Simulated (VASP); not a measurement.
Set up this calculation in VASP 6.6.1, as the native input.

```
Task                   : single point
Functional             : PBE
Potentials or basis    : VASP PAW PBE potentials, release 64 (Ru_pv)
Cutoff                 : 520 eV
k mesh                 : 26 × 26 × 26
Occupations            : gaussian, width 0.1 eV
Spin                   : no spin polarisation
Dipole correction      : no
Further INCAR settings : ALGO = Normal; EDIFF = 1e-06; NBANDS = 13
```

The structure of Ru lies in POSCAR:

```
Ru
1.0
   -1.6144014609      1.6144014609      1.3672248999
    1.6144014609     -1.6144014609      1.3672248999
    1.6144014609      1.6144014609     -1.3672248999
Ru
1
Direct
    0.5000000000      0.5000000000      0.0000000000
```

These files were run (other wordings do the same):

INCAR

```
SYSTEM = Ru
PREC = Accurate
ENCUT = 520
EDIFF = 1E-6
ISMEAR = 0
SIGMA = 0.1
LREAL = .FALSE.
LASPH = .TRUE.
NELM = 100
ALGO = Normal
ISIF = 2
LWAVE = .FALSE.
LCHARG = .FALSE.
GGA = PE
NBANDS = 13
```

KPOINTS

```
regular mesh
0
G
  26 26 26
  0 0 0
```

Potentials or basis: VASP PAW PBE potentials, release 64 (Ru_pv).

Command:

```console
$ cat potpaw_PBE.64/Ru_pv/POTCAR > POTCAR
$ mpirun -np 1 vasp_std > vasp.out
```

Results of the run:

```
Pressure               : -0.1 GPa
Band gap on the k mesh : zero (band 7 reaches 13.80 eV, above the bottom of band 8 at 10.32 eV)
```

Run time: 2.9 min on 1 thread of Intel(R) Xeon(R) Platinum 8375C CPU @ 2.90GHz (Ice Lake), on a shared host, peak memory 0.32 GiB.
